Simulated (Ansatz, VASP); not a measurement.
# Sc in VASP and in Ansatz

Contents of INCAR:

```
SYSTEM = Sc
  PREC = Accurate
  ENCUT = 520
  EDIFF = 1E-6
  ISMEAR = 0
  SIGMA = 0.15
  LREAL = .False.
  LASPH = .True.
  NELM = 60
  ALGO = Fast
  ISIF = 2
  LWAVE = .False.
  LCHARG = .False.
  GGA = PE
  NBANDS = 18
```

File KPOINTS:

```
Automatic mesh
0
Gamma
  18 18 10
  0 0 0
```

Contents of POSCAR:

```
Sc
1.0
    3.2591659288      0.0000000000      0.0000000000
   -1.6295829644      2.8225204895      0.0000000000
    0.0000000000      0.0000000000      5.1889800000
Sc
2
Direct
    0.3333333333      0.6666666667      0.2500000000
    0.6666666667      0.3333333333      0.7500000000
```

Input for Ansatz:

```yaml
crystal:
  lattice:
    - [3.2591659288, 0.0, 0.0]
    - [-1.6295829644, 2.8225204895, 0.0]
    - [0.0, 0.0, 5.18898]
  atoms:
    - { symbol: Sc, position: [0.3333333333, 0.6666666667, 0.25] }
    - { symbol: Sc, position: [0.6666666667, 0.3333333333, 0.75] }
basis:
  ecutwfc: 420
kpoints:
  mp_grid: { grid: [18, 18, 10] }
hamiltonian:
  xc: pbe
scf:
  occupations: { method: gaussian, width: 0.15 }
output:
  forces: true
  stress: true
  eigenvalues: true
```

Change from the starting cell: strain -0.015 along x and y, -0.015 along z, atoms carried along.

Alike in both runs: task single point; functional PBE; k mesh 18 × 18 × 10; occupations gaussian, width 0.15 eV; no spin polarisation.

|  | VASP | Ansatz |
| --- | --- | --- |
| version | VASP 6.6.1 | Ansatz 0.2.0 |
| potentials or method | VASP PAW PBE potentials, release 64 (Sc_sv), cutoff 520 eV | scalar-relativistic, plane waves, PAW |
| valence electrons in the cell | 22 | 22 |

```csv
,VASP,Ansatz,Ansatz less VASP
gap on the k mesh at the Fermi level (eV),none,none,-
pressure (GPa),2.0,1.9,-0.04
"traceless stress, the component that is largest in VASP (GPa)",-1.22,-1.23,-0.003
```

A gap of «none» marks a metal or a gap that the smearing closes.
